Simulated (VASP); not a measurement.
**ZnF2: relaxation of shape and atoms at fixed volume with PBE**

Crystal: ZnF2.

```
Zn F
1.0
     4.69106    0.00000    0.00000
     0.00000    4.69106    0.00000
     0.00000    0.00000    3.12526
Zn F
2 4
Direct
  0.00000 0.00000 0.00000
  0.50000 0.50000 0.50000
  0.30333 0.30333 0.00000
  0.19667 0.80333 0.50000
  0.69667 0.69667 0.00000
  0.80333 0.19667 0.50000
```

```yaml
Program: VASP 6.6.1
Task: relaxation of shape and atoms at fixed volume
Functional: PBE
Potentials_or_basis: VASP PAW PBE potentials, release 64 (Zn, F)
Cutoff: 600 eV
k_mesh: 6 × 6 × 8
Occupations: gaussian, width 0.02 eV
Spin: no spin polarisation
Dipole_correction: no
Further_INCAR_settings: ALGO = Normal; EDIFF = 1e-07; IBRION = 2; EDIFFG = -0.01; NSW = 50; ISIF = 4
```

```json
{"Energy gained by relaxing": "0.4 meV/atom", "Ionic steps": "5", "Pressure after relaxing": "7.4 GPa", "Band gap on the k mesh": "3.48 eV"}
```

Step by step:
```
step  energy change (eV)  largest force (eV/Å)  pressure (GPa)  volume (Å³)
   1              0.0000                0.0571            7.65        68.77
   2             -0.0015                0.0224            7.54        68.77
   3             -0.0022                0.0185            7.42        68.77
   4             -0.0023                0.0116            7.44        68.77
   5             -0.0024                0.0017            7.41        68.77
```

Final structure:
```cif
data_structure
_symmetry_space_group_name_H-M 'P 1'
_symmetry_Int_Tables_number 1
_cell_length_a 4.6734
_cell_length_b 4.6734
_cell_length_c 3.1489
_cell_angle_alpha 90.000
_cell_angle_beta 90.000
_cell_angle_gamma 90.000
_cell_volume 68.77
loop_
_atom_site_label
_atom_site_type_symbol
_atom_site_fract_x
_atom_site_fract_y
_atom_site_fract_z
_atom_site_occupancy
Zn1 Zn 0.00000 0.00000 0.00000 1
Zn2 Zn 0.50000 0.50000 0.50000 1
F1 F 0.30277 0.30277 0.00000 1
F2 F 0.19723 0.80277 0.50000 1
F3 F 0.69723 0.69723 0.00000 1
F4 F 0.80277 0.19723 0.50000 1
```

Levels at points of the mesh, in eV from the valence-band top:
```csv
k point,band 23,band 24,band 25,band 26,band 27,band 28,band 29,band 30
"(0.00, 0.00, 0.00)",-1.27,-0.41,-0.41,0.00,3.48,9.36,9.61,9.61
"(0.50, 0.00, 0.00)",-0.66,-0.66,-0.50,-0.50,6.12,6.12,10.52,10.52
"(0.50, 0.50, 0.00)",-1.31,-1.31,-0.43,-0.43,7.06,7.06,9.17,9.17
"(0.00, 0.00, 0.50)",-1.33,-1.33,-1.30,-1.30,8.23,8.23,11.97,11.97
"(0.50, 0.00, 0.50)",-1.39,-1.39,-0.08,-0.08,8.78,8.78,10.35,10.35
"(0.50, 0.50, 0.50)",-1.33,-1.33,-0.79,-0.79,8.10,8.10,11.50,11.50
```

Run time: 3.1 min on 1 thread of Intel(R) Xeon(R) 6975P-C (Granite Rapids) (shared host), peak memory 0.25 GiB.

A k mesh can miss the band edges.
